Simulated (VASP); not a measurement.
# Cs (Fd-3m) in VASP: further runs

Runs on Cs. Level: PBE. Tasks: single point.

Program: VASP 6.6.1. These are calculated values, not measurements. Logs are shortened: lines on timing, memory, paths and dates and some standing lists are left out, and cuts for length are marked.

### Step 1. The cell of the first run

The structure is cubic, space group Fd-3m (No. 227). The conventional cell has a = 11.241 Å, b = 11.241 Å, c = 11.241 Å, α = 90.00°, β = 90.00°, γ = 90.00°.

This isn't the form of Cs at room conditions, which is bcc.

### Step 2. Single point, PBE

File INCAR:

```
SYSTEM = Cs
ALGO = Normal ; EDIFF = 1E-6
ENCUT = 520 ; GGA = PE
ISIF = 2 ; ISMEAR = -1
LASPH = .TRUE. ; LCHARG = .FALSE.
LREAL = .FALSE. ; LWAVE = .FALSE.
NBANDS = 16 ; NELM = 100
PREC = Accurate ; SIGMA = 0.06122561905347299
```

File KPOINTS:

```
k-points
0
G
  9 9 9
  0 0 0
```

File POSCAR:

```
Cs
1.0
    0.0000000000      5.6206813424      5.6206813424
    5.6206813424      0.0000000000      5.6206813424
    5.6206813424      5.6206813424      0.0000000000
Cs
2
Direct
    0.0000000000      0.0000000000      0.0000000000
    0.2500000000      0.2500000000      0.2500000000
```

Potentials or basis: VASP PAW PBE potentials, release 64 (Cs_sv).

Launch:

```console
$ cat potpaw_PBE.64/Cs_sv/POTCAR > POTCAR
$ mpirun -np 1 vasp_std > vasp.out
```

OUTCAR:

```text
SYSTEM = Cs
   EDIFF = 1E-6
   ENCUT = 520
   GGA = PE
   ISIF = 2
   ISMEAR = -1
   LASPH = .TRUE.
   LREAL = .FALSE.
   NELM = 100
   PREC = Accurate

 ion  position               nearest neighbor table
   1  0.000  0.000  0.000-
   2  0.250  0.250  0.250-

  LATTYP: Found a face centered cubic cell.
 ALAT       =    11.2413626848

  Lattice vectors:

 A1 = (   0.0000000000,   5.6206813424,   5.6206813424)
 A2 = (   5.6206813424,   0.0000000000,   5.6206813424)
 A3 = (   5.6206813424,   5.6206813424,   0.0000000000)

Analysis of symmetry for initial positions (statically):
=====================================================================
 Subroutine PRICEL returns:
 Original cell was already a primitive cell.

 Routine SETGRP: Setting up the symmetry group for a
 face centered cubic supercell.

 Subroutine GETGRP returns: Found 48 space group operations
 (whereof 24 operations were pure point group operations)
 out of a pool of 48 trial point group operations.

The static configuration has the point symmetry T_d .
 The point group associated with its full space group is O_h .

Analysis of symmetry for dynamics (positions and initial velocities):
=====================================================================
 Subroutine PRICEL returns:
 Original cell was already a primitive cell.

 Routine SETGRP: Setting up the symmetry group for a
 face centered cubic supercell.

 Subroutine GETGRP returns: Found 48 space group operations
 (whereof 24 operations were pure point group operations)
 out of a pool of 48 trial point group operations.

The dynamic configuration has the point symmetry T_d .
 The point group associated with its full space group is O_h .

 Subroutine INISYM returns: Found 48 space group operations
 (whereof 24 operations are pure point group operations),
 and found     1 'primitive' translations

----------------------------------------------------------------------------------------

                                     Primitive cell

  volume of cell :     355.1378

  direct lattice vectors                    reciprocal lattice vectors
     0.000000000  5.620681342  5.620681342    -0.088957187  0.088957187  0.088957187
     5.620681342  0.000000000  5.620681342     0.088957187 -0.088957187  0.088957187
     5.620681342  5.620681342  0.000000000     0.088957187  0.088957187 -0.088957187

  length of vectors
     7.948843784  7.948843784  7.948843784     0.154078367  0.154078367  0.154078367

  position of ions in fractional coordinates (direct lattice)
     0.000000000  0.000000000  0.000000000
     0.250000000  0.250000000  0.250000000

  ion indices of the primitive-cell ions
   primitive index   ion index
                 1           1
                 2           2

----------------------------------------------------------------------------------------

 KPOINTS: k-points

Automatic generation of k-mesh.
 Grid dimensions read from file:
 generate k-points for:    9    9    9

 Generating k-lattice:

  Cartesian coordinates                     Fractional coordinates (reciprocal lattice)
    -0.009884132  0.009884132  0.009884132     0.111111111  0.000000000  0.000000000
     0.009884132 -0.009884132  0.009884132     0.000000000  0.111111111  0.000000000
     0.009884132  0.009884132 -0.009884132     0.000000000  0.000000000  0.111111111

  Length of vectors
     0.017119819  0.017119819  0.017119819

  Shift w.r.t. Gamma in fractional coordinates (k-lattice)
     0.000000000  0.000000000  0.000000000

 Subroutine IBZKPT returns following result:
 ===========================================

 Found     35 irreducible k-points:

 Following reciprocal coordinates:
            Coordinates               Weight
  0.000000  0.000000  0.000000      1.000000
  0.111111  0.000000  0.000000      8.000000
  0.222222  0.000000  0.000000      8.000000
  0.333333  0.000000  0.000000      8.000000
  0.444444  0.000000  0.000000      8.000000
  0.111111  0.111111  0.000000      6.000000
[... 16 lines left out ...]
 -0.333333  0.333333  0.000000     12.000000
  0.444444  0.444444  0.000000      6.000000
 [... further k-points ...]
   k-points           NKPTS =     35   k-points in BZ     NKDIM =     35   number of bands    NBANDS=     16
   number of dos      NEDOS =    301   number of ions     NIONS =      2
   total plane-waves  NPLWV = 216000
   dimension x,y,z NGX =    60 NGY =   60 NGZ =   60
   dimension x,y,z NGXF=   120 NGYF=  120 NGZF=  120
   ions per type =               2
   NGX,Y,Z   is equivalent  to a cutoff of  12.55, 12.55, 12.55 a.u.
   NGXF,Y,Z  is equivalent  to a cutoff of  25.10, 25.10, 25.10 a.u.
 SYSTEM =  Cs
   PREC   = accura    normal or accurate (medium, high low for compatibility)
   ISTART =      0    job   : 0-new  1-cont  2-samecut
   ICHARG =      2    charge: 1-file 2-atom 10-const
   ISPIN  =      1    spin polarized calculation?
   LNONCOLLINEAR =      F non collinear calculations
   LSORBIT =      F    spin-orbit coupling
   LASPH  =      T    aspherical Exc in radial PAW
   ENCUT  =  520.0 eV  38.22 Ry    6.18 a.u.  14.78 14.78 14.78*2*pi/ulx,y,z
   NELM   =    100;   NELMIN=  2; NELMDL= -5     # of ELM steps
   EDIFF  = 0.1E-05   stopping-criterion for ELM
   LREAL  =      F    real-space projection
   EDIFFG = 0.1E-04   stopping-criterion for IOM
   NSW    =      0    number of steps for IOM
   IBRION =     -1    ionic relax: 0-MD 1-quasi-New 2-CG
   NFREE  =      0    steps in history (QN), initial steepest desc. (CG)
   ISIF   =      2    stress and relaxation
   ISYM   =      2    0-nonsym 1-usesym 2-fastsym
   POTIM  = 0.5000    time-step for ionic-motion
   TEBEG  =    0.0;   TEEND  =   0.0 temperature during run
   PSTRESS=    0.0 pullay stress
   NELECT =      18.0000    total number of electrons
   NUPDOWN=      -1.0000    fix difference up-down
   EMIN   =  10.00;   EMAX   =-10.00  energy-range for DOS
   EFERMI =   0.00;   METHOD = LEGACY
   ISMEAR =    -1;   SIGMA  =   0.06  broadening in eV -4-tet -1-fermi 0-gaus
   EFERMI_NEDOS =   21; number of points for ismear=-14 and -15
   IALGO  =     38    algorithm
   IMIX   =      4    mixing-type and parameters
     AMIX     =   0.40;   BMIX     =  1.00
     AMIX_MAG =   1.60;   BMIX_MAG =  1.00
  volume/ion in A,a.u.               =     177.57      1198.29
  Fermi-wavevector in a.u.,A,eV,Ry     =   0.605852  1.144895  4.994112  0.367057
  Thomas-Fermi vector in A             =   1.659729
   LORBIT       =      0    0 simple, 1 ext, 2 COOP (PROOUT), +10 PAW based schemes
   GGA     = PE    functional components
   LHFCALC =     F    Hartree Fock is set to
   AEXX    =    0.0000 exact exchange contribution
   IVDW    =     0    specifies the selected vdW correction
   LEPSILON=     F    determine dielectric tensor
   LRPA    =     F    only Hartree local field effects (RPA)
 non-spin polarized calculation
  energy-cutoff  :      520.00
  volume of cell :      355.14
 maximum number of plane-waves:      9591
   NGX = 29   NGY = 29   NGZ = 29

 number of electron      18.0000000 magnetization

 Free energy of the ion-electron system (eV)
  ---------------------------------------------------
  ext. energy  EPLUGINS =         0.00000000
  ---------------------------------------------------
  free energy    TOTEN  =        -1.20477096 eV

  energy without entropy =       -1.18357202  energy(sigma->0) =       -1.19417149

 E-fermi :  -0.3178     XC(G=0):  -4.3266

 val. band max:       -0.3202016284   @ k =  -0.3333   0.4444   0.1111
 cond. band min:      -0.3101646997   @ k =  -0.4444   0.4444   0.0000
 fundamental gap:      0.0100369287
 Fermi energy:        -0.3178360648

 k-point     1 :       0.0000    0.0000    0.0000
  band No.  band energies     occupation
      1     -24.6580      2.00000
      2     -24.6392      2.00000
      3     -11.5042      2.00000
      4     -11.5042      2.00000
      5     -11.5042      2.00000
      6     -11.3978      2.00000
[... 8 lines left out ...]
     15       1.4195      0.00000
     16       1.4195      0.00000

 k-point     2 :       0.1111    0.0000    0.0000
  band No.  band energies     occupation
      1     -24.6576      2.00000
      2     -24.6396      2.00000
      3     -11.5056      2.00000
      4     -11.5056      2.00000
      5     -11.5038      2.00000
      6     -11.3985      2.00000
[... 8 lines left out ...]
     15       1.2693      0.00000
     16       1.4271      0.00000

 k-point     3 :       0.2222    0.0000    0.0000
  band No.  band energies     occupation
      1     -24.6564      2.00000
      2     -24.6408      2.00000
      3     -11.5090      2.00000
      4     -11.5090      2.00000
      5     -11.5028      2.00000
      6     -11.4002      2.00000
[... 8 lines left out ...]
     15       1.2459      0.00000
     16       1.4649      0.00000

 k-point     4 :       0.3333    0.0000    0.0000
  band No.  band energies     occupation
      1     -24.6548      2.00000
      2     -24.6424      2.00000
      3     -11.5126      2.00000
      4     -11.5126      2.00000
      5     -11.5017      2.00000
      6     -11.4021      2.00000
[... 8 lines left out ...]
     15       1.2900      0.00000
     16       1.5708      0.00000

 k-point     5 :       0.4444    0.0000    0.0000
  band No.  band energies     occupation
      1     -24.6535      2.00000
      2     -24.6437      2.00000
      3     -11.5148      2.00000
      4     -11.5148      2.00000
      5     -11.5009      2.00000
      6     -11.4033      2.00000
[... 8 lines left out ...]
     15       1.2919      0.00000
     16       1.6862      0.00000

 k-point     6 :       0.1111    0.1111    0.0000
  band No.  band energies     occupation
      1     -24.6575      2.00000
      2     -24.6398      2.00000
      3     -11.5072      2.00000
      4     -11.5072      2.00000
      5     -11.5011      2.00000
      6     -11.4012      2.00000
[... 8 lines left out ...]
     15       1.2113      0.00000
     16       1.4259      0.00000

 k-point     7 :       0.2222    0.1111    0.0000
  band No.  band energies     occupation
      1     -24.6565      2.00000
      2     -24.6407      2.00000
      3     -11.5107      2.00000
      4     -11.5106      2.00000
      5     -11.4983      2.00000
      6     -11.4045      2.00000
[... 8 lines left out ...]
     15       1.1973      0.00000
     16       1.4462      0.00000

 k-point     8 :       0.3333    0.1111    0.0000
  band No.  band energies     occupation
      1     -24.6550      2.00000
      2     -24.6422      2.00000
      3     -11.5148      2.00000
      4     -11.5142      2.00000
      5     -11.4957      2.00000
      6     -11.4077      2.00000
[... 8 lines left out ...]
     15       1.2858      0.00000
     16       1.5387      0.00000

 k-point     9 :       0.4444    0.1111    0.0000
  band No.  band energies     occupation
      1     -24.6535      2.00000
      2     -24.6437      2.00000
      3     -11.5185      2.00000
      4     -11.5163      2.00000
      5     -11.4938      2.00000
      6     -11.4101      2.00000
[... 8 lines left out ...]
     15       1.2994      0.00000
     16       1.6731      0.00000
[... 172 lines left out ...]
 k-point    19 :      -0.2222    0.2222    0.0000
  band No.  band energies     occupation
      1     -24.6541      2.00000
      2     -24.6431      2.00000
      3     -11.5214      2.00000
      4     -11.5132      2.00000
      5     -11.4908      2.00000
      6     -11.4127      2.00000
[... 8 lines left out ...]
     15       1.3322      0.00000
     16       1.5230      0.00000

 k-point    20 :       0.3333    0.3333    0.0000
  band No.  band energies     occupation
      1     -24.6533      2.00000
      2     -24.6439      2.00000
      3     -11.5213      2.00000
      4     -11.5213      2.00000
      5     -11.4787      2.00000
      6     -11.4256      2.00000
[... 8 lines left out ...]
     15       1.4282      0.00000
     16       1.4514      0.00000

 k-point    21 :       0.4444    0.3333    0.0000
  band No.  band energies     occupation
      1     -24.6517      2.00000
      2     -24.6455      2.00000
      3     -11.5245      2.00000
      4     -11.5234      2.00000
      5     -11.4710      2.00000
      6     -11.4336      2.00000
[... 8 lines left out ...]
     15       1.3870      0.00000
     16       1.4973      0.00000

 k-point    22 :      -0.4444    0.3333    0.0000
  band No.  band energies     occupation
      1     -24.6504      2.00000
      2     -24.6468      2.00000
      3     -11.5274      2.00000
      4     -11.5231      2.00000
      5     -11.4664      2.00000
      6     -11.4380      2.00000
[... 8 lines left out ...]
     15       1.3487      0.00000
     16       1.6476      0.00000

 k-point    23 :      -0.3333    0.3333    0.0000
  band No.  band energies     occupation
      1     -24.6510      2.00000
      2     -24.6463      2.00000
      3     -11.5280      2.00000
      4     -11.5206      2.00000
      5     -11.4723      2.00000
      6     -11.4319      2.00000
[... 8 lines left out ...]
     15       1.3422      0.00000
     16       1.6864      0.00000

 k-point    24 :       0.4444    0.4444    0.0000
  band No.  band energies     occupation
      1     -24.6502      2.00000
      2     -24.6470      2.00000
      3     -11.5256      2.00000
      4     -11.5256      2.00000
      5     -11.4617      2.00000
      6     -11.4433      2.00000
[... 8 lines left out ...]
     15       1.4603      0.00000
     16       1.4603      0.00000

 [... further k-points ...]
[... 5 lines left out ...]
  --------------------------------------------------------------------------------------
  -------------------------------------------------------------------------------------
  Total        0.0921833      0.0921833      0.0921833      0.0000000      0.0000000      0.0000000
  in kB        0.4158780      0.4158780      0.4158780      0.0000000      0.0000000      0.0000000
  external PRESSURE =       0.4158780 kB  Pullay stress =       0.0000000 kB

 VOLUME and BASIS-vectors are now :
 -----------------------------------------------------------------------------
  energy-cutoff  :      520.00
  volume of cell :      355.14
      direct lattice vectors                 reciprocal lattice vectors
     0.000000000  5.620681342  5.620681342    -0.088957187  0.088957187  0.088957187
     5.620681342  0.000000000  5.620681342     0.088957187 -0.088957187  0.088957187
     5.620681342  5.620681342  0.000000000     0.088957187  0.088957187 -0.088957187

 POSITION                                       TOTAL-FORCE (eV/Angst)
 -----------------------------------------------------------------------------------
      0.00000      0.00000      0.00000         0.000000      0.000000      0.000000
      2.81034      2.81034      2.81034         0.000000     -0.000000     -0.000000
 -----------------------------------------------------------------------------------
    total drift:                                0.000000     -0.000000     -0.000000

  FREE ENERGIE OF THE ION-ELECTRON SYSTEM (eV)
  ---------------------------------------------------
  free  energy   TOTEN  =        -1.2047709554 eV

  energy  without entropy=       -1.1835720240  energy(sigma->0) =       -1.19417149
```

Run time: 3 min. Hardware: 1 thread of Intel Xeon Platinum 8488C (Sapphire Rapids), shared host; peak memory 0.56 GiB.

Results:

| Item | Value |
| --- | --- |
| Free energy | -1.2048 eV |
| Pressure | 0.0 GPa |

Caveat: spin-orbit coupling is left out, which moves the levels of the heavy elements.

### Step 3. Single point, PBE

File INCAR:

```
PREC = Accurate
ENCUT = 520
EDIFF = 1E-6
ISMEAR = -1
SIGMA = 0.06122561905347299
LREAL = F
LASPH = T
NELM = 100
ALGO = Normal
ISIF = 2
LWAVE = F
LCHARG = F
GGA = PE
NBANDS = 16
```

File KPOINTS:

```
regular mesh
0
Gamma
  9 9 9
```

POSCAR is that of step 2.

Potentials or basis: VASP PAW PBE potentials, release 64 (Cs_sv).

Launch:

```console
$ cat potpaw_PBE.64/Cs_sv/POTCAR > POTCAR
$ mpirun -np 1 vasp_std > vasp.out
```

Wall time 2.8 min (1 thread of Intel Xeon Platinum 8488C (Sapphire Rapids), shared host); peak memory 0.56 GiB.

It converged, with:

| Quantity | Value |
| --- | --- |
| Free energy | -1.2048 eV |
| Pressure | 0.0 GPa |

Levels at points of the mesh, in eV from the Fermi level:
| k point | band 6 | band 7 | band 8 | band 9 | band 10 | band 11 | band 12 | band 13 |
| --- | --- | --- | --- | --- | --- | --- | --- | --- |
| (0.00, 0.00, 0.00) | -11.08 | -11.08 | -11.08 | -1.34 | 1.33 | 1.33 | 1.36 | 1.36 |

Caveat: spin-orbit coupling is left out, which moves the levels of the heavy elements.

### Step 4. Single point, PBE

This run uses another cell than the first one, of 181.35 Å³/atom.

File INCAR:

```
SYSTEM = Cs
PREC     = Accurate       ! precision mode
ENCUT    = 520            ! plane-wave cutoff, eV
EDIFF    = 1E-7           ! SCF threshold, eV
ISMEAR   = -1             ! smearing method
SIGMA    = 0.06122561905347299 ! smearing width, eV
LREAL    = .False.        ! projectors in reciprocal space
LASPH    = .True.         ! aspherical terms in the spheres
NELM     = 60             ! most SCF steps
ALGO     = Normal         ! electronic algorithm
ISIF     = 2              ! what is computed and relaxed
LWAVE    = .False.        ! write WAVECAR
LCHARG   = .True.         ! write CHGCAR
GGA      = PE             ! functional
LELF     = .True.         ! ELF
LVHAR    = .True.       
NBANDS   = 16             ! bands
```

File KPOINTS:

```
regular mesh
0
Gamma
  9 9 9
  0 0 0
```

File POSCAR:

```
Cs
1.0
    0.0000000000      5.6602649095      5.6602649095
    5.6602649095      0.0000000000      5.6602649095
    5.6602649095      5.6602649095      0.0000000000
Cs
2
Direct
    0.0000000000      0.0000000000      0.0000000000
    0.2500000000      0.2500000000      0.2500000000
```

Launch:

```console
$ cat potpaw_PBE.64/Cs_sv/POTCAR > POTCAR
$ mpirun -np 1 vasp_std > vasp.out
```

Wall time 2.8 min (1 thread of Intel Xeon Platinum 8488C (Sapphire Rapids), shared host); peak memory 0.57 GiB.

The run converged. Its results:

- Free energy: -1.2065 eV
- Pressure: 0.0 GPa

Levels at points of the mesh, in eV from the Fermi level:
```
           k point  band 7  band 8  band 9  band 10  band 11  band 12
(0.00, 0.00, 0.00)  -11.08  -11.08   -1.32     1.33     1.33     1.36
```

Caveat: spin-orbit coupling is left out, which moves the levels of the heavy elements.
